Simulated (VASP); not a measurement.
# Cu (I4/mmm) in VASP: further runs, part 2 of 2

VASP 6.6.1.

### 3 Single point, r2SCAN (strain +0.0100 x Voigt [1, 0, 0, 0, 0, 0])

POSCAR reads:

```
Cu
1.0
    0.0000000000      1.8075000000      1.8075000000
    1.8255750000      0.0000000000      1.8075000000
    1.8255750000      1.8075000000      0.0000000000
Cu
1
Direct
    0.0000000000      0.0000000000      0.0000000000
```

INCAR.step1 reads:

```
  PREC = Accurate
  ENCUT = 520
  ISMEAR = 0
  SIGMA = 0.15
  LREAL = F
  LASPH = T
  NELM = 100
  NBANDS = 12
  GGA = PE
  ALGO = Normal
  EDIFF = 1E-4
  LWAVE = T
  LCHARG = F
```

INCAR.step2 reads:

```
  PREC = Accurate
  ENCUT = 520
  EDIFF = 1E-7
  ISMEAR = 0
  SIGMA = 0.15
  LREAL = F
  LASPH = T
  NELM = 100
  ALGO = Normal
  ISIF = 2
  LWAVE = F
  LCHARG = F
  METAGGA = R2SCAN
  LMIXTAU = T
  NBANDS = 12
  ISTART = 1
```

KPOINTS reads:

```
regular mesh
0
Gamma
  22 22 22
```

Potentials or basis: VASP PAW PBE potentials, release 64 (Cu).

Launch:

```bash
cat potpaw_PBE.64/Cu/POTCAR > POTCAR
cp INCAR.step1 INCAR
mpirun -np 1 vasp_std > vasp.out
cp INCAR.step2 INCAR
mpirun -np 1 vasp_std > vasp.out
```

OUTCAR:

```text
PREC = Accurate
   ENCUT = 520
   EDIFF = 1E-7
   ISMEAR = 0
   LREAL = F
   LASPH = T
   NELM = 100
   ISIF = 2
   METAGGA = R2SCAN
   ISTART = 1

 ion  position               nearest neighbor table
   1  0.000  0.000  0.000-

  LATTYP: Found a body centered tetragonal cell.
 ALAT       =     2.5561910140
 C/A-ratio  =     1.4283556980

  Lattice vectors:

 A1 = (   1.8255750000,   0.0000000000,   1.8075000000)
 A2 = (   1.8255750000,   0.0000000000,  -1.8075000000)
 A3 = (  -1.8255750000,   1.8075000000,   0.0000000000)

Analysis of symmetry for initial positions (statically):
=====================================================================
 Subroutine PRICEL returns:
 Original cell was already a primitive cell.

 Routine SETGRP: Setting up the symmetry group for a
 body centered tetragonal supercell.

 Subroutine GETGRP returns: Found 16 space group operations
 (whereof 16 operations were pure point group operations)
 out of a pool of 16 trial point group operations.

The static configuration has the point symmetry D_4h.

Analysis of symmetry for dynamics (positions and initial velocities):
=====================================================================
 Subroutine PRICEL returns:
 Original cell was already a primitive cell.

 Routine SETGRP: Setting up the symmetry group for a
 body centered tetragonal supercell.

 Subroutine GETGRP returns: Found 16 space group operations
 (whereof 16 operations were pure point group operations)
 out of a pool of 16 trial point group operations.

The dynamic configuration has the point symmetry D_4h.

 Subroutine INISYM returns: Found 16 space group operations
 (whereof 16 operations are pure point group operations),
 and found     1 'primitive' translations

----------------------------------------------------------------------------------------

                                     Primitive cell

  volume of cell :      11.9285

  direct lattice vectors                    reciprocal lattice vectors
     0.000000000  1.807500000  1.807500000    -0.273886310  0.276625173  0.276625173
     1.825575000  0.000000000  1.807500000     0.273886310 -0.276625173  0.276625173
     1.825575000  1.807500000  0.000000000     0.273886310  0.276625173 -0.276625173

  length of vectors
     2.556191014  2.569003762  2.569003762     0.477552807  0.477552807  0.477552807

  position of ions in fractional coordinates (direct lattice)
     0.000000000  0.000000000  0.000000000

  ion indices of the primitive-cell ions
   primitive index   ion index
                 1           1

----------------------------------------------------------------------------------------

 KPOINTS: regular mesh

Automatic generation of k-mesh.
 Grid dimensions read from file:
 generate k-points for:   22   22   22

 Generating k-lattice:

  Cartesian coordinates                     Fractional coordinates (reciprocal lattice)
    -0.012449378  0.012573871  0.012573871     0.045454545  0.000000000  0.000000000
     0.012449378 -0.012573871  0.012573871     0.000000000  0.045454545  0.000000000
     0.012449378  0.012573871 -0.012573871     0.000000000  0.000000000  0.045454545

  Length of vectors
     0.021706946  0.021706946  0.021706946

  Shift w.r.t. Gamma in fractional coordinates (k-lattice)
     0.000000000  0.000000000  0.000000000

 Subroutine IBZKPT returns following result:
 ===========================================

 Found    834 irreducible k-points:

 Following reciprocal coordinates:
            Coordinates               Weight
  0.000000  0.000000  0.000000      1.000000
  0.045455  0.000000  0.000000      8.000000
  0.090909  0.000000  0.000000      8.000000
  0.136364  0.000000  0.000000      8.000000
  0.181818  0.000000  0.000000      8.000000
  0.227273  0.000000  0.000000      8.000000
[... 16 lines left out ...]
  0.500000  0.045455  0.000000     16.000000
 -0.454545  0.045455  0.000000     16.000000
 [... further k-points ...]
   k-points           NKPTS =    834   k-points in BZ     NKDIM =    834   number of bands    NBANDS=     12
   number of dos      NEDOS =    301   number of ions     NIONS =      1
   total plane-waves  NPLWV =   8000
   dimension x,y,z NGX =    20 NGY =   20 NGZ =   20
   dimension x,y,z NGXF=    40 NGYF=   40 NGZF=   40
   ions per type =               1
   NGX,Y,Z   is equivalent  to a cutoff of  13.01, 12.94, 12.94 a.u.
   NGXF,Y,Z  is equivalent  to a cutoff of  26.01, 25.88, 25.88 a.u.
 SYSTEM =  unknown system
   PREC   = accura    normal or accurate (medium, high low for compatibility)
   ISTART =      1    job   : 0-new  1-cont  2-samecut
   ICHARG =      0    charge: 1-file 2-atom 10-const
   ISPIN  =      1    spin polarized calculation?
   LNONCOLLINEAR =      F non collinear calculations
   LSORBIT =      F    spin-orbit coupling
   LASPH  =      T    aspherical Exc in radial PAW
   ENCUT  =  520.0 eV  38.22 Ry    6.18 a.u.   4.75  4.78  4.78*2*pi/ulx,y,z
   NELM   =    100;   NELMIN=  2; NELMDL=  0     # of ELM steps
   EDIFF  = 0.1E-06   stopping-criterion for ELM
   LREAL  =      F    real-space projection
   EDIFFG = 0.1E-05   stopping-criterion for IOM
   NSW    =      0    number of steps for IOM
   IBRION =     -1    ionic relax: 0-MD 1-quasi-New 2-CG
   NFREE  =      0    steps in history (QN), initial steepest desc. (CG)
   ISIF   =      2    stress and relaxation
   ISYM   =      2    0-nonsym 1-usesym 2-fastsym
   POTIM  = 0.5000    time-step for ionic-motion
   TEBEG  =    0.0;   TEEND  =   0.0 temperature during run
   PSTRESS=    0.0 pullay stress
   NELECT =      11.0000    total number of electrons
   NUPDOWN=      -1.0000    fix difference up-down
   EMIN   =  10.00;   EMAX   =-10.00  energy-range for DOS
   EFERMI =   0.00;   METHOD = LEGACY
   ISMEAR =     0;   SIGMA  =   0.15  broadening in eV -4-tet -1-fermi 0-gaus
   EFERMI_NEDOS =   21; number of points for ismear=-14 and -15
   IALGO  =     38    algorithm
   IMIX   =      4    mixing-type and parameters
     AMIX     =   0.40;   BMIX     =  1.00
     AMIX_MAG =   1.60;   BMIX_MAG =  1.00
  volume/ion in A,a.u.               =      11.93        80.50
  Fermi-wavevector in a.u.,A,eV,Ry     =   1.593469  3.011220 34.547146  2.539144
  Thomas-Fermi vector in A             =   2.691694
   LORBIT       =      0    0 simple, 1 ext, 2 COOP (PROOUT), +10 PAW based schemes
   METAGGA = R2SCAN    functional components
   LHFCALC =     F    Hartree Fock is set to
   AEXX    =    0.0000 exact exchange contribution
   IVDW    =     0    specifies the selected vdW correction
   LEPSILON=     F    determine dielectric tensor
   LRPA    =     F    only Hartree local field effects (RPA)
 non-spin polarized calculation
 Gauss-broadening in eV      SIGMA  =   0.15
  energy-cutoff  :      520.00
  volume of cell :       11.93
 maximum number of plane-waves:       333
   NGX =  9   NGY =  9   NGZ =  9

 number of electron      10.9999999 magnetization

 Free energy of the ion-electron system (eV)
  ---------------------------------------------------
  ext. energy  EPLUGINS =         0.00000000
  ---------------------------------------------------
  free energy    TOTEN  =       -10.82157166 eV

  energy without entropy =      -10.81899448  energy(sigma->0) =      -10.82028307

 E-fermi :   7.2697     XC(G=0): -13.6771

 val. band max:        7.2570876168   @ k =   0.4545   0.2727   0.0000
 cond. band min:       7.2813175044   @ k =  -0.1364   0.3182   0.3182
 fundamental gap:      0.0242298876
 Fermi energy:         7.2696785738

 k-point     1 :       0.0000    0.0000    0.0000
  band No.  band energies     occupation
      1      -2.3128      2.00000
      2       4.1407      2.00000
      3       4.1890      2.00000
      4       4.1891      2.00000
      5       4.9505      2.00000
      6       4.9978      2.00000
      7      30.5771      0.00000
      8      33.5007      0.00000
      9      33.5431      0.00000
     10      33.5433      0.00000
     11      35.8980      0.00000
     12      35.8993      0.00000
[... 331 lines left out ...]
 k-point    24 :      -0.4545    0.0455    0.0000
  band No.  band energies     occupation
      1       2.1236      2.00000
      2       4.1066      2.00000
      3       4.1532      2.00000
      4       5.2460      2.00000
      5       5.5296      2.00000
      6       6.4554      2.00000
      7      11.4908      0.00000
      8      28.3361      0.00000
      9      29.5278      0.00000
     10      30.0330      0.00000
     11      33.5306      0.00000
     12      34.4820      0.00000

 [... further k-points ...]
[... 5 lines left out ...]
  --------------------------------------------------------------------------------------
  -------------------------------------------------------------------------------------
  Total       -0.4411807     -0.3994104     -0.3994104      0.0000000      0.0000000      0.0000000
  in kB      -59.2571607    -53.6467800    -53.6467800      0.0000000      0.0000000      0.0000000
  external PRESSURE =     -55.5169069 kB  Pullay stress =       0.0000000 kB

 VOLUME and BASIS-vectors are now :
 -----------------------------------------------------------------------------
  energy-cutoff  :      520.00
  volume of cell :       11.93
      direct lattice vectors                 reciprocal lattice vectors
     0.000000000  1.807500000  1.807500000    -0.273886310  0.276625173  0.276625173
     1.825575000  0.000000000  1.807500000     0.273886310 -0.276625173  0.276625173
     1.825575000  1.807500000  0.000000000     0.273886310  0.276625173 -0.276625173

 POSITION                                       TOTAL-FORCE (eV/Angst)
 -----------------------------------------------------------------------------------
      0.00000      0.00000      0.00000         0.000000      0.000000      0.000000
 -----------------------------------------------------------------------------------
    total drift:                                0.000000      0.000000      0.000000

  FREE ENERGIE OF THE ION-ELECTRON SYSTEM (eV)
  ---------------------------------------------------
  free  energy   TOTEN  =       -10.8215716577 eV

  energy  without entropy=      -10.8189944781  energy(sigma->0) =      -10.82028307
```

OUTCAR.step1:

```text
PREC = Accurate
   ENCUT = 520
   ISMEAR = 0
   LREAL = F
   LASPH = T
[... 576 lines left out ...]

 POSITION                                       TOTAL-FORCE (eV/Angst)
 -----------------------------------------------------------------------------------
      0.00000      0.00000      0.00000         0.000000      0.000000      0.000000
 -----------------------------------------------------------------------------------
    total drift:                                0.000000      0.000000      0.000000

  FREE ENERGIE OF THE ION-ELECTRON SYSTEM (eV)
  ---------------------------------------------------
  free  energy   TOTEN  =        -3.7301375812 eV

  energy  without entropy=       -3.7273818586  energy(sigma->0) =       -3.72875972
```

Run time: 9.6 min. Hardware: 1 thread of Intel Xeon 8259CL, shared host; peak memory 0.23 GiB.

What came out:

| Property | Result |
| --- | --- |
| Free energy | -10.8216 eV |
| Pressure | -5.6 GPa |
| Band gap on the k mesh | zero (an odd number of electrons rules out a gap without spin polarisation) |

Levels at points of the mesh, in eV from the Fermi level:
| k point | band 3 | band 4 | band 5 | band 6 | band 7 | band 8 | band 9 | band 10 |
| --- | --- | --- | --- | --- | --- | --- | --- | --- |
| (0.00, 0.00, 0.00) | -3.08 | -3.08 | -2.32 | -2.27 | 23.31 | 26.23 | 26.27 | 26.27 |
| (0.50, 0.00, 0.00) | -3.12 | -1.73 | -1.71 | -1.01 | 3.93 | 21.78 | 22.86 | 23.15 |
| (0.50, 0.50, 0.00) | -1.75 | -1.58 | -1.55 | 1.68 | 7.46 | 13.60 | 13.62 | 17.95 |
| (0.00, 0.50, 0.50) | -1.75 | -1.57 | -1.57 | 1.45 | 7.19 | 13.85 | 13.85 | 18.15 |

Caveat: the cell differs from its parent crystal (strain +0.0100 x Voigt [1, 0, 0, 0, 0, 0]); the cell stands under tension; the PAW data sets were made with another functional, which shifts forces and pressure a little.

### 4 Single point, r2SCAN (strain +0.0300 x Voigt [1, 0, 0, 0, 0, 0])

POSCAR reads:

```
Cu
1.0
    0.0000000000      1.8075000000      1.8075000000
    1.8617250000      0.0000000000      1.8075000000
    1.8617250000      1.8075000000      0.0000000000
Cu
1
Direct
    0.0000000000      0.0000000000      0.0000000000
```

INCAR.step1 reads:

```
SYSTEM = Cu
PREC = Accurate ; ENCUT = 520
ISMEAR = 0 ; SIGMA = 0.15
LREAL = .FALSE. ; LASPH = .TRUE.
NELM = 100 ; NBANDS = 12
GGA = PE ; ALGO = Normal
EDIFF = 1E-4 ; LWAVE = .TRUE.
LCHARG = .FALSE.
```

INCAR.step2 reads:

```
SYSTEM = Cu
PREC = Accurate ; ENCUT = 520
EDIFF = 1E-7 ; ISMEAR = 0
SIGMA = 0.15 ; LREAL = .FALSE.
LASPH = .TRUE. ; NELM = 100
ALGO = Normal ; ISIF = 2
LWAVE = .FALSE. ; LCHARG = .FALSE.
METAGGA = R2SCAN ; LMIXTAU = .TRUE.
NBANDS = 12 ; ISTART = 1
```

KPOINTS reads:

```
Automatic mesh
0
G
  22 22 22
  0 0 0
```

Launch:

```bash
cat potpaw_PBE.64/Cu/POTCAR > POTCAR
cp INCAR.step1 INCAR
mpirun -np 1 vasp_std > vasp.out
cp INCAR.step2 INCAR
mpirun -np 1 vasp_std > vasp.out
```

Wall time 7.4 min (1 thread of Intel Xeon 8259CL, shared host); peak memory 0.23 GiB.

Results (log left out):

```yaml
Free_energy: -10.8107 eV
Pressure: -8.0 GPa
Band_gap_on_the_k_mesh: zero (an odd number of electrons rules out a gap without spin polarisation)
```

Stress tensor (GPa, compression positive):
```
-9.12  0.00  0.00
 0.00 -7.40  0.00
 0.00  0.00 -7.40
```

Levels at points of the mesh, in eV from the Fermi level:
```
           k point  band 4  band 5  band 6  band 7  band 8  band 9
(0.00, 0.00, 0.00)   -2.99   -2.33   -2.19   23.16   25.88   25.98
(0.50, 0.00, 0.00)   -1.72   -1.67   -0.95    3.83   21.28   22.59
(0.50, 0.50, 0.00)   -1.60   -1.50    1.84    7.50   13.27   13.33
(0.00, 0.50, 0.50)   -1.56   -1.56    1.19    6.72   14.01   14.01
```

Caveat: the cell differs from its parent crystal (strain +0.0300 x Voigt [1, 0, 0, 0, 0, 0]); the cell stands under tension; the PAW data sets were made with another functional, which shifts forces and pressure a little.

### 5 Single point, r2SCAN (strain +0.0400 x Voigt [1, 0, 0, 0, 0, 0])

POSCAR reads:

```
Cu
1.0
    0.0000000000      1.8075000000      1.8075000000
    1.8798000000      0.0000000000      1.8075000000
    1.8798000000      1.8075000000      0.0000000000
Cu
1
Direct
    0.0000000000      0.0000000000      0.0000000000
```

INCAR.step1 reads:

```
SYSTEM = Cu
PREC = Accurate
ENCUT = 520
ISMEAR = 0
SIGMA = 0.15
LREAL = .FALSE.
LASPH = .TRUE.
NELM = 80
NBANDS = 12
GGA = PE
ALGO = Normal
EDIFF = 1E-4
LWAVE = .TRUE.
LCHARG = .FALSE.
```

INCAR.step2 reads:

```
SYSTEM = Cu
PREC = Accurate
ENCUT = 520
EDIFF = 1E-6
ISMEAR = 0
SIGMA = 0.15
LREAL = .FALSE.
LASPH = .TRUE.
NELM = 80
ALGO = Normal
ISIF = 2
LWAVE = .FALSE.
LCHARG = .FALSE.
METAGGA = R2SCAN
LMIXTAU = .TRUE.
NBANDS = 12
ISTART = 1
```

KPOINTS reads:

```
regular mesh
0
G
  22 22 22
  0 0 0
```

Launch:

```bash
cat potpaw_PBE.64/Cu/POTCAR > POTCAR
cp INCAR.step1 INCAR
mpirun -np 1 vasp_std > vasp.out
cp INCAR.step2 INCAR
mpirun -np 1 vasp_std > vasp.out
```

It took 6.8 min on 1 thread of Intel Xeon 8259CL, shared host; peak memory 0.23 GiB.

Results (log left out):

```
Free energy            : -10.8036 eV
Pressure               : -9.1 GPa
Band gap on the k mesh : zero (an odd number of electrons rules out a gap without spin polarisation)
```

Stress tensor (GPa, compression positive):
```
-10.58   0.00   0.00
  0.00  -8.30   0.00
  0.00   0.00  -8.30
```

Levels at points of the mesh, in eV from the Fermi level:
| k point | band 4 | band 5 | band 6 | band 7 | band 8 | band 9 |
| --- | --- | --- | --- | --- | --- | --- |
| (0.00, 0.00, 0.00) | -2.94 | -2.34 | -2.16 | 23.09 | 25.71 | 25.84 |
| (0.50, 0.00, 0.00) | -1.73 | -1.66 | -0.92 | 3.79 | 20.94 | 22.56 |
| (0.50, 0.50, 0.00) | -1.61 | -1.48 | 1.91 | 7.52 | 13.11 | 13.20 |
| (0.00, 0.50, 0.50) | -1.56 | -1.56 | 1.07 | 6.49 | 14.09 | 14.09 |

Caveat: the cell differs from its parent crystal (strain +0.0400 x Voigt [1, 0, 0, 0, 0, 0]); the cell stands under tension; the PAW data sets were made with another functional, which shifts forces and pressure a little.

### 6 Overview

```tsv
cell	gap on the mesh (eV)	pressure (GPa)
a = 2.556, b = 2.531, c = 2.531 Å, angles 60.7, 59.7, 59.7°, 1 atom	none	-1.2
a = 2.556, b = 2.569, c = 2.569 Å, angles 59.7, 60.2, 60.2°, 1 atom	none	-5.6
a = 2.556, b = 2.595, c = 2.595 Å, angles 59.0, 60.5, 60.5°, 1 atom	none	-8.0
a = 2.556, b = 2.608, c = 2.608 Å, angles 58.7, 60.7, 60.7°, 1 atom	none	-9.1
```

Alike in all rows: task single point; level r2SCAN; potentials or basis VASP PAW PBE potentials, release 64 (Cu); no spin polarisation; k mesh 22 × 22 × 22; cutoff (eV) 520; smearing gaussian 0.15 eV.

Caveats: the PAW data sets were made with another functional, which shifts forces and pressure a little; the cell stands under tension (at least some runs).

Total energies depend on the potentials used, so only differences within one code and one set of settings carry meaning.
